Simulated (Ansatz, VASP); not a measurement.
## Two plane-wave programs on Ba

The input INCAR:

```
SYSTEM = Ba
  PREC = Accurate
  ENCUT = 520
  EDIFF = 1E-6
  ISMEAR = 0
  SIGMA = 0.15
  LREAL = .FALSE.
  LASPH = .TRUE.
  NELM = 100
  ALGO = Fast
  ISIF = 2
  LWAVE = .FALSE.
  LCHARG = .TRUE.
  GGA = CA
  LELF = .TRUE.
  LVHAR = .TRUE.
  NBANDS = 11
```

The input KPOINTS:

```
Automatic mesh
0
G
  14 14 8
  0 0 0
```

The input POSCAR:

```
Ba
1.0
    2.0527500000     -3.8325000000      0.0000000000
    2.0527500000      3.8325000000      0.0000000000
    0.0000000000      0.0000000000      5.4150000000
Ba
1
Direct
    0.0000000000      0.0000000000      0.0000000000
```

Input for Ansatz:

```yaml
crystal:
  lattice:
    - [2.05275, -3.8325, 0.0]
    - [2.05275, 3.8325, 0.0]
    - [0.0, 0.0, 5.415]
  atoms:
    - { symbol: Ba, position: [0.0, 0.0, 0.0] }
basis:
  ecutwfc: 420
kpoints:
  mp_grid: { grid: [14, 14, 8] }
hamiltonian:
  xc: lda
scf:
  occupations: { method: gaussian, width: 0.15 }
output:
  forces: true
  stress: true
  eigenvalues: true
```

Change from the starting cell: strain +0.050 along x and y, -0.050 along z, atoms carried along.

Alike in both runs: task single point; functional LDA; k mesh 14 × 14 × 8; occupations gaussian, width 0.15 eV; no spin polarisation.

```csv
,VASP,Ansatz
version,VASP 6.6.1,Ansatz 0.2.0
potentials or method,"VASP PAW LDA potentials, release 64 (Ba_sv), cutoff 520 eV","scalar-relativistic, plane waves, PAW"
valence electrons in the cell,10,10
```

|  | VASP | Ansatz | Ansatz less VASP |
| --- | --- | --- | --- |
| gap on the k mesh at the Fermi level (eV) | none | none | - |
| pressure (GPa) | -1.0 | -1.0 | 0.00 |
| traceless stress, the component that is largest in VASP (GPa) | -1.22 | -1.21 | +0.017 |

LDA's correlation is that of Perdew and Zunger in VASP and of Perdew and Wang (1992) in Ansatz. A gap of «none» marks a metal or a gap that the smearing closes.

Spin-orbit coupling is off throughout.
